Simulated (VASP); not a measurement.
A run of VASP 6.6.1 is set up as follows.

The input POSCAR:

```
BN
1.0
    2.5064232185      0.0000000000      0.0000000000
   -1.2532116093      2.1706261799      0.0000000000
    0.0000000000      0.0000000000      6.6156252687
B N
2 2
Direct
    0.3333333333      0.6666666667      0.2500000000
    0.6666666667      0.3333333333      0.7500000000
    0.3333333333      0.6666666667      0.7500000000
    0.6666666667      0.3333333333      0.2500000000
```

The input INCAR.step1:

```
SYSTEM = BN
PREC = Accurate
ENCUT = 500
EDIFF = 1E-8
ISMEAR = 0
SIGMA = 0.01
LREAL = .False.
LASPH = .True.
NELM = 100
ALGO = Normal
LWAVE = .True.
LCHARG = .False.
GGA = PE
```

INCAR.step2

```
SYSTEM = BN
PREC = Accurate
ENCUT = 500
EDIFF = 1E-8
ISMEAR = 0
SIGMA = 0.01
LREAL = .False.
LASPH = .True.
NELM = 1
ALGO = Exact
LWAVE = .True.
LCHARG = .False.
GGA = PE
NBANDS = 66
LOPTICS = .True.
ISTART = 1
```

The input INCAR.step3:

```
SYSTEM = BN
PREC = Accurate
ENCUT = 500
EDIFF = 1E-8
ISMEAR = 0
SIGMA = 0.01
LREAL = .False.
LASPH = .True.
ALGO = EVGW0
LWAVE = .False.
LCHARG = .False.
GGA = PE
NELMGW = 1
NBANDS = 66
ENCUTGW = 80.0
NOMEGA = 48
PRECFOCK = Fast
ISTART = 1
NBANDSGW = 16
```

Contents of KPOINTS:

```
Automatic mesh
0
Gamma
  6 6 2
  0 0 0
```

Potentials or basis: VASP PAW PBE potentials, release 64 (B_GW, N_GW).

Run with:

```sh
$ cat potpaw_PBE.64/B_GW/POTCAR potpaw_PBE.64/N_GW/POTCAR > POTCAR
$ cp INCAR.step1 INCAR
$ mpirun -np 1 vasp_std > vasp.out
$ cp INCAR.step2 INCAR
$ mpirun -np 1 vasp_std > vasp.out
$ cp INCAR.step3 INCAR
$ mpirun -np 1 vasp_std > vasp.out
```

Question: Estimate the quasiparticle gap.

Answer: 5.66 eV.

Question: Estimate the least direct quasiparticle gap.

Answer: 6.14 eV.

Question: Estimate the band gap of the starting levels on the mesh.

Answer: 4.28 eV.

Question: What does it give for the least direct gap of the starting levels on the mesh?

Answer: 4.65 eV.

Caveat: the k points lie up to 0.48 Å⁻¹ apart; bands, screening cutoff and mesh are small and nothing is extrapolated, so the quasiparticle values aren't converged.
